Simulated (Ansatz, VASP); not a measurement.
## One calculation of ReSb, two programs

```
CELL_PARAMETERS angstrom
0.00000 2.97531 2.97531
2.97531 0.00000 2.97531
2.97531 2.97531 0.00000
ATOMIC_POSITIONS crystal
Re 0.00000 0.00000 0.00000
Sb 0.25000 0.25000 0.25000
```

Alike in both runs: task single point; functional PBEsol; k mesh 10 × 10 × 10; occupations gaussian, width 0.05 eV; no spin polarisation.

|  | VASP | Ansatz |
| --- | --- | --- |
| version | VASP 6.6.1 | Ansatz 0.2.0 |
| potentials or method | VASP PAW PBE potentials, release 64 (Re, Sb), cutoff 520 eV | scalar-relativistic, plane waves, PAW |
| valence electrons in the cell | 12 | 30 |

```csv
,VASP,Ansatz,Ansatz less VASP
gap on the k mesh at the Fermi level (eV),none,none,-
pressure (GPa),0.1,0.0,-0.12
```

VASP's potentials were made for PBE, not for PBEsol. A gap of «none» marks a metal or a gap that the smearing closes. With one functional, cell and mesh, what is left measures potentials, basis and numerics. VASP's potentials hold 12 valence electrons a cell and Ansatz's 30, so a difference there can come from the potentials and not from the codes.

Spin-orbit coupling is off throughout.
